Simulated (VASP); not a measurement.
# C (Fd-3m) in VASP: a series of runs, part 2 of 2

VASP 6.6.1. The steps go on from the part before.

## (4) Single point, PBE (volume scaled by 1.06)

Contents of INCAR:

```
SYSTEM = C
PREC     = Accurate       ! precision mode
ENCUT    = 520            ! plane-wave cutoff, eV
EDIFF    = 1E-6           ! SCF threshold, eV
ISMEAR   = 0              ! smearing method
SIGMA    = 0.02           ! smearing width, eV
LREAL    = .False.        ! projectors in reciprocal space
LASPH    = .True.         ! aspherical terms in the spheres
NELM     = 100            ! most SCF steps
ALGO     = Normal         ! electronic algorithm
ISIF     = 2              ! what is computed and relaxed
LWAVE    = .False.        ! write WAVECAR
LCHARG   = .False.        ! write CHGCAR
GGA      = PE             ! functional
NBANDS   = 11             ! bands
```

Contents of KPOINTS:

```
Automatic mesh
0
Gamma
  12 12 12
  0 0 0
```

Contents of POSCAR:

```
C
1.0
    0.0000000000      1.8207602039      1.8207602039
    1.8207602039      0.0000000000      1.8207602039
    1.8207602039      1.8207602039      0.0000000000
C
2
Direct
    0.0000000000      0.0000000000      0.0000000000
    0.2500000000      0.2500000000      0.2500000000
```

On the command line:

```bash
cat potpaw_PBE.64/C/POTCAR > POTCAR
mpirun -np 1 vasp_std > vasp.out
```

It took 5.8 s on 1 thread of Intel Xeon Platinum 8559C (Emerald Rapids), shared host; peak memory 0.12 GiB.

Results (log left out):

* Free energy: -18.1387 eV
* Pressure: -22.1 GPa
* Band gap on the k mesh: 4.01 eV, indirect (least direct gap 5.42 eV)

Levels at points of the mesh, in eV from the valence-band top:
```csv
k point,band 2,band 3,band 4,band 5,band 6,band 7
"(0.00, 0.00, 0.00)",0.00,0.00,0.00,5.42,5.42,5.42
"(0.50, 0.00, 0.00)",-12.70,-2.64,-2.64,8.02,8.20,8.20
"(0.50, 0.50, 0.00)",-12.34,-5.93,-5.93,4.63,4.63,15.88
```

Caveat: the cell differs from its parent crystal (volume scaled by 1.06).

## (5) Relaxation of cell and atoms, PBE

This run uses another cell than the first one, of 5.67 Å³/atom, 0.967 times its volume.

Contents of INCAR:

```
SYSTEM = C
PREC     = Accurate       ! precision mode
ENCUT    = 600            ! plane-wave cutoff, eV
EDIFF    = 1E-7           ! SCF threshold, eV
ISMEAR   = 0              ! smearing method
SIGMA    = 0.02           ! smearing width, eV
LREAL    = .False.        ! projectors in reciprocal space
LASPH    = .True.         ! aspherical terms in the spheres
NELM     = 80             ! most SCF steps
ALGO     = Normal         ! electronic algorithm
ISIF     = 3              ! what is computed and relaxed
LWAVE    = .False.        ! write WAVECAR
LCHARG   = .False.        ! write CHGCAR
GGA      = PE             ! functional
IBRION   = 2              ! ionic algorithm
NSW      = 100            ! ionic steps
EDIFFG   = -0.005         ! ionic threshold
```

KPOINTS is that of step 4.

Contents of POSCAR:

```
C
1.0
    0.0000000000      1.7833700000      1.7833700000
    1.7833700000      0.0000000000      1.7833700000
    1.7833700000      1.7833700000      0.0000000000
C
2
Direct
    0.0000000000      0.0000000000      0.0000000000
    0.2500000000      0.2500000000      0.2500000000
```

Potentials or basis: VASP PAW PBE potentials, release 64 (C).

On the command line:

```bash
cat potpaw_PBE.64/C/POTCAR > POTCAR
mpirun -np 1 vasp_std > vasp.out
```

OUTCAR:

```text
SYSTEM = C
   PREC = Accurate
   ENCUT = 600
   EDIFF = 1E-7
   ISMEAR = 0
   LREAL = .False.
   LASPH = .True.
   NELM = 80
   ISIF = 3
   GGA = PE
   IBRION = 2
   NSW = 100
   EDIFFG = -0.005

 ion  position               nearest neighbor table
   1  0.000  0.000  0.000-   2 1.54   2 1.54   2 1.54   2 1.54
   2  0.250  0.250  0.250-   1 1.54   1 1.54   1 1.54   1 1.54

  LATTYP: Found a face centered cubic cell.
 ALAT       =     3.5667400000

  Lattice vectors:

 A1 = (   0.0000000000,   1.7833700000,   1.7833700000)
 A2 = (   1.7833700000,   0.0000000000,   1.7833700000)
 A3 = (   1.7833700000,   1.7833700000,   0.0000000000)

Analysis of symmetry for initial positions (statically):
=====================================================================
 Subroutine PRICEL returns:
 Original cell was already a primitive cell.

 Routine SETGRP: Setting up the symmetry group for a
 face centered cubic supercell.

 Subroutine GETGRP returns: Found 48 space group operations
 (whereof 24 operations were pure point group operations)
 out of a pool of 48 trial point group operations.

The static configuration has the point symmetry T_d .
 The point group associated with its full space group is O_h .

Analysis of symmetry for dynamics (positions and initial velocities):
=====================================================================
 Subroutine PRICEL returns:
 Original cell was already a primitive cell.

 Routine SETGRP: Setting up the symmetry group for a
 face centered cubic supercell.

 Subroutine GETGRP returns: Found 48 space group operations
 (whereof 24 operations were pure point group operations)
 out of a pool of 48 trial point group operations.

The dynamic configuration has the point symmetry T_d .
 The point group associated with its full space group is O_h .

 Subroutine INISYM returns: Found 48 space group operations
 (whereof 24 operations are pure point group operations),
 and found     1 'primitive' translations

----------------------------------------------------------------------------------------

                                     Primitive cell

  volume of cell :      11.3437

  direct lattice vectors                    reciprocal lattice vectors
     0.000000000  1.783370000  1.783370000    -0.280368067  0.280368067  0.280368067
     1.783370000  0.000000000  1.783370000     0.280368067 -0.280368067  0.280368067
     1.783370000  1.783370000  0.000000000     0.280368067  0.280368067 -0.280368067

  length of vectors
     2.522066041  2.522066041  2.522066041     0.485611737  0.485611737  0.485611737

  position of ions in fractional coordinates (direct lattice)
     0.000000000  0.000000000  0.000000000
     0.250000000  0.250000000  0.250000000

  ion indices of the primitive-cell ions
   primitive index   ion index
                 1           1
                 2           2

----------------------------------------------------------------------------------------

 KPOINTS: Automatic mesh

Automatic generation of k-mesh.
 Grid dimensions read from file:
 generate k-points for:   12   12   12

 Generating k-lattice:

[... 48 lines left out ...]
   ions per type =               2
   NGX,Y,Z   is equivalent  to a cutoff of  13.18, 13.18, 13.18 a.u.
   NGXF,Y,Z  is equivalent  to a cutoff of  26.37, 26.37, 26.37 a.u.
 SYSTEM =  C
   PREC   = accura    normal or accurate (medium, high low for compatibility)
   ISTART =      0    job   : 0-new  1-cont  2-samecut
   ICHARG =      2    charge: 1-file 2-atom 10-const
   ISPIN  =      1    spin polarized calculation?
   LNONCOLLINEAR =      F non collinear calculations
   LSORBIT =      F    spin-orbit coupling
   LASPH  =      T    aspherical Exc in radial PAW
   ENCUT  =  600.0 eV  44.10 Ry    6.64 a.u.   5.04  5.04  5.04*2*pi/ulx,y,z
   NELM   =     80;   NELMIN=  2; NELMDL= -5     # of ELM steps
   EDIFF  = 0.1E-06   stopping-criterion for ELM
   LREAL  =      F    real-space projection
   EDIFFG = -.5E-02   stopping-criterion for IOM
   NSW    =    100    number of steps for IOM
   IBRION =      2    ionic relax: 0-MD 1-quasi-New 2-CG
   NFREE  =      1    steps in history (QN), initial steepest desc. (CG)
   ISIF   =      3    stress and relaxation
   ISYM   =      2    0-nonsym 1-usesym 2-fastsym
   POTIM  = 0.5000    time-step for ionic-motion
   TEBEG  =    0.0;   TEEND  =   0.0 temperature during run
   PSTRESS=    0.0 pullay stress
   NELECT =       8.0000    total number of electrons
   NUPDOWN=      -1.0000    fix difference up-down
   EMIN   =  10.00;   EMAX   =-10.00  energy-range for DOS
   EFERMI =   0.00;   METHOD = LEGACY
   ISMEAR =     0;   SIGMA  =   0.02  broadening in eV -4-tet -1-fermi 0-gaus
   EFERMI_NEDOS =   21; number of points for ismear=-14 and -15
   IALGO  =     38    algorithm
   IMIX   =      4    mixing-type and parameters
     AMIX     =   0.40;   BMIX     =  1.00
     AMIX_MAG =   1.60;   BMIX_MAG =  1.00
  volume/ion in A,a.u.               =       5.67        38.28
  Fermi-wavevector in a.u.,A,eV,Ry     =   1.457203  2.753714 28.891161  2.123440
  Thomas-Fermi vector in A             =   2.574032
   LORBIT       =      0    0 simple, 1 ext, 2 COOP (PROOUT), +10 PAW based schemes
   GGA     = PE    functional components
   LHFCALC =     F    Hartree Fock is set to
   AEXX    =    0.0000 exact exchange contribution
   IVDW    =     0    specifies the selected vdW correction
   LEPSILON=     F    determine dielectric tensor
   LRPA    =     F    only Hartree local field effects (RPA)
 conjugate gradient relaxation of ions
 non-spin polarized calculation
 Gauss-broadening in eV      SIGMA  =   0.02
  energy-cutoff  :      600.00
  volume of cell :       11.34
 maximum number of plane-waves:       388
   NGX =  9   NGY =  9   NGZ =  9

--------------------------------------- Ionic step        1  -------------------------------------------

 number of electron       7.9999999 magnetization

 Free energy of the ion-electron system (eV)
  ---------------------------------------------------
  ext. energy  EPLUGINS =         0.00000000
  ---------------------------------------------------
  free energy    TOTEN  =       -18.19009002 eV

  energy without entropy =      -18.19009002  energy(sigma->0) =      -18.19009002

------------------------ aborting loop because EDIFF is reached ----------------------------------------

  FORCE on cell =-STRESS in cart. coord.  units (eV):
  Direction    XX          YY          ZZ          XY          YZ          ZX
  --------------------------------------------------------------------------------------
  -------------------------------------------------------------------------------------
  Total        0.1259034      0.1259034      0.1259034     -0.0000000      0.0000000     -0.0000000
  in kB       17.7825341     17.7825341     17.7825341     -0.0000000      0.0000000     -0.0000000
  external PRESSURE =      17.7825341 kB  Pullay stress =       0.0000000 kB
[... 59 lines left out ...]
--------------------------------------- Ionic step        3  -------------------------------------------

 number of electron       7.9999999 magnetization

 Free energy of the ion-electron system (eV)
  ---------------------------------------------------
  ext. energy  EPLUGINS =         0.00000000
  ---------------------------------------------------
  free energy    TOTEN  =       -18.19034449 eV

  energy without entropy =      -18.19034449  energy(sigma->0) =      -18.19034449

 E-fermi :   9.8530     XC(G=0): -13.2303

 val. band max:        9.6698145799   @ k =   0.0000   0.0000   0.0000
 cond. band min:      13.8141361092   @ k =   0.3333   0.3333   0.0000
 fundamental gap:      4.1443215293
 Fermi energy:         9.8529856937

 k-point     1 :       0.0000    0.0000    0.0000
  band No.  band energies     occupation
      1     -11.7521      2.00000
      2       9.6698      2.00000
      3       9.6698      2.00000
      4       9.6698      2.00000
      5      15.2488      0.00000
      6      15.2488      0.00000
      7      15.2488      0.00000
      8      22.9082      0.00000
[... 243 lines left out ...]
 k-point    24 :      -0.4167    0.1667    0.0000
  band No.  band energies     occupation
      1      -5.5928      2.00000
      2      -2.8186      2.00000
      3       4.2128      2.00000
      4       6.0962      2.00000
      5      17.1888      0.00000
      6      19.8735      0.00000
      7      20.8219      0.00000
      8      25.0592      0.00000

 [... further k-points ...]

------------------------ aborting loop because EDIFF is reached ----------------------------------------

  FORCE on cell =-STRESS in cart. coord.  units (eV):
  Direction    XX          YY          ZZ          XY          YZ          ZX
  --------------------------------------------------------------------------------------
  -------------------------------------------------------------------------------------
  Total        0.0008577      0.0008577      0.0008577     -0.0000000      0.0000000      0.0000000
  in kB        0.1206537      0.1206537      0.1206537     -0.0000000      0.0000000      0.0000000
  external PRESSURE =       0.1206537 kB  Pullay stress =       0.0000000 kB
[... 17 lines left out ...]
  FREE ENERGIE OF THE ION-ELECTRON SYSTEM (eV)
  ---------------------------------------------------
  free  energy   TOTEN  =       -18.1903444928 eV

  energy  without entropy=      -18.1903444928  energy(sigma->0) =      -18.19034449

 reached required accuracy - stopping structural energy minimisation
```

Wall time 8.2 s (1 thread of Intel Xeon Platinum 8559C (Emerald Rapids), shared host); peak memory 0.12 GiB.

What came out:

```yaml
Free_energy: -18.1903 eV
Relaxed_volume: 5.69 Å³/atom
Relaxed_cell: a = 2.525 Å, b = 2.525 Å, c = 2.525 Å, α = 60.00°, β = 60.00°, γ = 60.00°
Space_group_after_relaxing_to_0.05_Å: Fd-3m (No. 227)
Energy_gained_by_relaxing: 0.1 meV/atom
Ionic_steps: 3
Pressure_after_relaxing: 0.0 GPa
Band_gap_on_the_k_mesh: 4.14 eV, indirect (least direct gap 5.58 eV)
```

Step by step:
```csv
step,energy change (eV),largest force (eV/Å),pressure (GPa),volume (Å³)
1,0.0000,0.0000,1.78,11.34
2,0.0001,0.0000,-2.15,11.45
3,-0.0003,0.0000,0.01,11.39
```

Final structure:
```yaml
crystal:
  lattice:
    - [0.00000, 1.78579, 1.78579]
    - [1.78579, 0.00000, 1.78579]
    - [1.78579, 1.78579, 0.00000]
  atoms:
    - { symbol: C, position: [0.00000, 0.00000, 0.00000] }
    - { symbol: C, position: [0.25000, 0.25000, 0.25000] }
```

Levels at points of the mesh, in eV from the valence-band top:
```csv
k point,band 2,band 3,band 4,band 5,band 6,band 7
"(0.00, 0.00, 0.00)",0.00,0.00,0.00,5.58,5.58,5.58
"(0.50, 0.00, 0.00)",-13.33,-2.79,-2.79,8.44,8.44,8.79
"(0.50, 0.50, 0.00)",-12.74,-6.27,-6.27,4.75,4.75,16.74
```

A k mesh can miss the band edges. PBE usually gives volumes a little too large and moduli too small.

## (6) Summary

```tsv
task	cell	cutoff (eV)	gap on the mesh (eV)	pressure (GPa)
single point	a = 2.550 Å, angles 60.0°, 2 atoms	520	4.08	-11.5
single point	a = 2.525 Å, angles 60.0°, 2 atoms	520	4.14	0.7
single point	a = 2.575 Å, angles 60.0°, 2 atoms	520	4.01	-22.1
relaxation of cell and atoms	relaxed from a = 2.522 Å, angles 60.0°, 2 atoms	600	4.14	0.0
```

Alike in all rows: level PBE; potentials or basis VASP PAW PBE potentials, release 64 (C); no spin polarisation; k mesh 12 × 12 × 12; smearing gaussian 0.02 eV.

Total energies depend on the potentials used, so only differences within one code and one set of settings carry meaning.
